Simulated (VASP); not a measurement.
# In (Im-3m) in VASP: further runs, part 2 of 2

VASP 6.6.1. Earlier steps stand in the parts before.

### 4 Single point, PBEsol

This run uses another cell than the first one, of 25.28 Å³/atom, 0.988 times its volume.

Contents of INCAR:

```
ALGO     = Normal         # electronic algorithm
EDIFF    = 1E-6           # SCF threshold, eV
ENCUT    = 520            # plane-wave cutoff, eV
GGA      = PS             # functional
ISIF     = 2              # what is computed and relaxed
ISMEAR   = -1             # smearing method
LASPH    = True           # aspherical terms in the spheres
LCHARG   = True           # write CHGCAR
LELF     = True           # ELF
LREAL    = False          # projectors in reciprocal space
LVHAR    = True         
LWAVE    = False          # write WAVECAR
NBANDS   = 12             # bands
NELM     = 100            # most SCF steps
PREC     = Accurate       # precision mode
SIGMA    = 0.08           # smearing width, eV
```

Contents of KPOINTS:

```
k-points
0
Gamma
  15 15 15
```

Contents of POSCAR:

```
In
1.0
   -1.8489228035      1.8489228035      1.8489228035
    1.8489228035     -1.8489228035      1.8489228035
    1.8489228035      1.8489228035     -1.8489228035
In
1
Direct
    0.0000000000      0.0000000000      0.0000000000
```

Potentials or basis: VASP PAW PBE potentials, release 64 (In_d).

Run with:

```
$ cat potpaw_PBE.64/In_d/POTCAR > POTCAR
$ mpirun -np 1 vasp_std > vasp.out
```

OUTCAR:

```text
EDIFF = 1E-6
   ENCUT = 520
   GGA = PS
   ISIF = 2
   ISMEAR = -1
   LASPH = True
   LREAL = False
   NELM = 100
   PREC = Accurate

 ion  position               nearest neighbor table
   1  0.000  0.000  0.000-

  LATTYP: Found a body centered cubic cell.
 ALAT       =     3.6978456070

  Lattice vectors:

 A1 = (  -1.8489228035,   1.8489228035,   1.8489228035)
 A2 = (   1.8489228035,  -1.8489228035,   1.8489228035)
 A3 = (   1.8489228035,   1.8489228035,  -1.8489228035)
[... 536 lines left out ...]
     11      23.2866      0.00000
     12      23.4837      0.00000

 [... further k-points ...]

------------------------ aborting loop because EDIFF is reached ----------------------------------------

  FORCE on cell =-STRESS in cart. coord.  units (eV):
  Direction    XX          YY          ZZ          XY          YZ          ZX
  --------------------------------------------------------------------------------------
  -------------------------------------------------------------------------------------
  Total        0.1402060      0.1402060      0.1402060      0.0000000      0.0000000     -0.0000000
  in kB        8.8850700      8.8850700      8.8850700      0.0000000      0.0000000     -0.0000000
  external PRESSURE =       8.8850700 kB  Pullay stress =       0.0000000 kB

 VOLUME and BASIS-vectors are now :
 -----------------------------------------------------------------------------
  energy-cutoff  :      520.00
  volume of cell :       25.28
      direct lattice vectors                 reciprocal lattice vectors
    -1.848922804  1.848922804  1.848922804     0.000000000  0.270427732  0.270427732
     1.848922804 -1.848922804  1.848922804     0.270427732  0.000000000  0.270427732
     1.848922804  1.848922804 -1.848922804     0.270427732  0.270427732  0.000000000

 POSITION                                       TOTAL-FORCE (eV/Angst)
 -----------------------------------------------------------------------------------
      0.00000      0.00000      0.00000        -0.000000      0.000000      0.000000
 -----------------------------------------------------------------------------------
    total drift:                                0.000000      0.000000     -0.000000

  FREE ENERGIE OF THE ION-ELECTRON SYSTEM (eV)
  ---------------------------------------------------
  free  energy   TOTEN  =        -2.9722431834 eV

  energy  without entropy=       -2.9621281995  energy(sigma->0) =       -2.96718569
```

OSZICAR:

```text
N       E                     dE             d eps       ncg     rms          rms(c)
DAV:   1     0.767527129987E+02    0.76753E+02   -0.62436E+03  2940   0.137E+03
DAV:   2     0.636947723230E+00   -0.76116E+02   -0.74189E+02  3032   0.290E+02
DAV:   3    -0.293724175993E+01   -0.35742E+01   -0.35625E+01  3448   0.638E+01
DAV:   4    -0.301479220391E+01   -0.77550E-01   -0.77527E-01  3632   0.931E+00
DAV:   5    -0.301839530317E+01   -0.36031E-02   -0.36030E-02  3852   0.179E+00    0.242E+00
DAV:   6    -0.298024004234E+01    0.38155E-01   -0.60355E-02  3564   0.514E+00    0.115E+00
DAV:   7    -0.297295176623E+01    0.72883E-02   -0.15774E-02  3760   0.241E+00    0.291E-01
DAV:   8    -0.297224032526E+01    0.71144E-03   -0.89011E-04  3800   0.504E-01    0.246E-02
DAV:   9    -0.297224245899E+01   -0.21337E-05   -0.10407E-05  4036   0.411E-02    0.158E-02
DAV:  10    -0.297224318336E+01   -0.72437E-06   -0.69949E-07  2132   0.107E-02
   1 F= -.29722432E+01 E0= -.29671857E+01  d E =-.101150E-01
```

stdout:

```text
POSCAR found type information on POSCAR In
 POSCAR found :  1 types and       1 ions
 scaLAPACK will be used
 -----------------------------------------------------------------------------
|                                                                             |
|                                                                             |
|     You enforced a specific xc type in the INCAR file but a different       |
|     I HOPE YOU KNOW WHAT YOU ARE DOING!                                     |
|                                                                             |
 -----------------------------------------------------------------------------

 LDA part: xc-table for (Slater+PW92), standard interpolation
 POSCAR, INCAR and KPOINTS ok, starting setup
 FFT: planning ... GRIDC
 FFT: planning ... GRID_SOFT
 FFT: planning ... GRID
 WAVECAR not read
 entering main loop
```

Wall time 25 s (1 thread of Intel Xeon Platinum 8259CL at 2.50GHz (Skylake/Cascade Lake), shared host); peak memory 0.16 GiB.

What came out:

```yaml
Free_energy: -2.9722 eV
Pressure: 0.9 GPa
```

Caveat: the PAW data sets were made with another functional, which shifts forces and pressure a little; spin-orbit coupling is left out, which moves the levels of the heavy elements.

### 5 Single point, PBEsol

This run uses another cell than the first one, of 25.77 Å³/atom, 1.007 times its volume.

Contents of INCAR:

```
PREC = Accurate
ENCUT = 520
EDIFF = 1E-7
ISMEAR = -1
SIGMA = 0.08
LREAL = F
LASPH = T
NELM = 100
ALGO = Normal
ISIF = 2
LWAVE = F
LCHARG = F
GGA = PS
NBANDS = 12
```

Contents of KPOINTS:

```
regular mesh
0
Gamma
  15 15 15
```

Contents of POSCAR:

```
In
1.0
   -1.8607831998      1.8607831998      1.8607831998
    1.8607831998     -1.8607831998      1.8607831998
    1.8607831998      1.8607831998     -1.8607831998
In
1
Direct
    0.0000000000      0.0000000000      0.0000000000
```

Run with:

```
$ cat potpaw_PBE.64/In_d/POTCAR > POTCAR
$ mpirun -np 1 vasp_std > vasp.out
```

Run time: 28 s. Hardware: 1 thread of Intel Xeon Platinum 8259CL at 2.50GHz (Skylake/Cascade Lake), shared host; peak memory 0.16 GiB.

The run converged. Its results:

- Free energy: -2.9738 eV
- Pressure: 0.0 GPa

Levels at points of the mesh, in eV from the Fermi level:
```
           k point  band 2  band 3  band 4  band 5  band 6  band 7  band 8  band 9  band 10  band 11
(0.00, 0.00, 0.00)  -14.59  -14.59  -14.30  -14.30   -9.65   11.27   11.27   11.27    13.07    13.07
```

Caveat: the PAW data sets were made with another functional, which shifts forces and pressure a little; spin-orbit coupling is left out, which moves the levels of the heavy elements.

### 6 Relaxation of cell and atoms, PBEsol, target pressure 0.9 GPa, at which the enthalpy is minimised

This run uses another cell than the first one, of 25.28 Å³/atom, 0.988 times its volume.

Contents of INCAR:

```
ALGO = Normal
EDIFF = 1E-6
EDIFFG = -0.005
ENCUT = 600
GGA = PS
IBRION = 2
ISIF = 3
ISMEAR = -1
LASPH = T
LCHARG = F
LREAL = F
LWAVE = F
NELM = 80
NSW = 60
PREC = Accurate
PSTRESS = 9.0
SIGMA = 0.08
```

Contents of KPOINTS:

```
k-points
0
Gamma
  15 15 15
```

Contents of POSCAR:

```
In
1.0
   -1.8489228035      1.8489228035      1.8489228035
    1.8489228035     -1.8489228035      1.8489228035
    1.8489228035      1.8489228035     -1.8489228035
In
1
Direct
    0.0000000000      0.0000000000      0.0000000000
```

Potentials or basis: VASP PAW PBE potentials, release 64 (In_d).

Run with:

```
$ cat potpaw_PBE.64/In_d/POTCAR > POTCAR
$ mpirun -np 1 vasp_std > vasp.out
```

Wall time 52 s (1 thread of Intel Xeon Platinum 8259CL at 2.50GHz (Skylake/Cascade Lake), shared host); peak memory 0.19 GiB.

The run converged. Its results:

- Free energy: -2.9727 eV
- Relaxed volume: 25.31 Å³/atom
- Relaxed cell: a = 3.203 Å, b = 3.203 Å, c = 3.203 Å, α = 109.47°, β = 109.47°, γ = 109.47°
- Space group after relaxing (to 0.05 Å): Im-3m (No. 229)
- Energy change on relaxing (the enthalpy is what falls): -0.1 meV/atom
- Ionic steps: 2
- Pressure after relaxing: 0.9 GPa

Step by step:
```csv
step,energy change (eV),largest force (eV/Å),pressure (GPa),volume (Å³)
1,0.0000,0.0000,0.94,25.28
2,-0.0001,0.0000,0.88,25.31
```

Final structure:
```
CELL_PARAMETERS angstrom
-1.84949 1.84949 1.84949
1.84949 -1.84949 1.84949
1.84949 1.84949 -1.84949
ATOMIC_POSITIONS crystal
In 0.00000 0.00000 0.00000
```

Levels at points of the mesh, in eV from the Fermi level:
| k point | band 4 | band 5 | band 6 | band 7 | band 8 | band 9 |
| --- | --- | --- | --- | --- | --- | --- |
| (0.00, 0.00, 0.00) | -14.31 | -14.31 | -9.78 | 11.48 | 11.48 | 11.48 |

Caveat: the cell is relaxed towards a set pressure, so the enthalpy falls and the energy may rise; the PAW data sets were made with another functional, which shifts forces and pressure a little; spin-orbit coupling is left out, which moves the levels of the heavy elements.

### 7 Overview

```csv
task,cell,cutoff (eV),gap on the mesh (eV),pressure (GPa)
relaxation of cell and atoms,"relaxed from a = 3.215 Å, angles 109.5°, 1 atom",600,none,0.0
single point,"a = 3.202 Å, angles 109.5°, 1 atom",520,none,0.9
single point,"a = 3.223 Å, angles 109.5°, 1 atom",520,none,0.0
relaxation of cell and atoms,"relaxed to 0.9 GPa from a = 3.202 Å, angles 109.5°, 1 atom",600,none,0.9
```

Alike in all rows: level PBEsol; potentials or basis VASP PAW PBE potentials, release 64 (In_d); no spin polarisation; k mesh 15 × 15 × 15; smearing fermi-dirac 0.08 eV.

Caveats: the PAW data sets were made with another functional, which shifts forces and pressure a little; spin-orbit coupling is left out, which moves the levels of the heavy elements; the cell is relaxed towards a set pressure, so the enthalpy falls and the energy may rise (some runs).

Absolute energies hang on the potentials; compare differences alone.
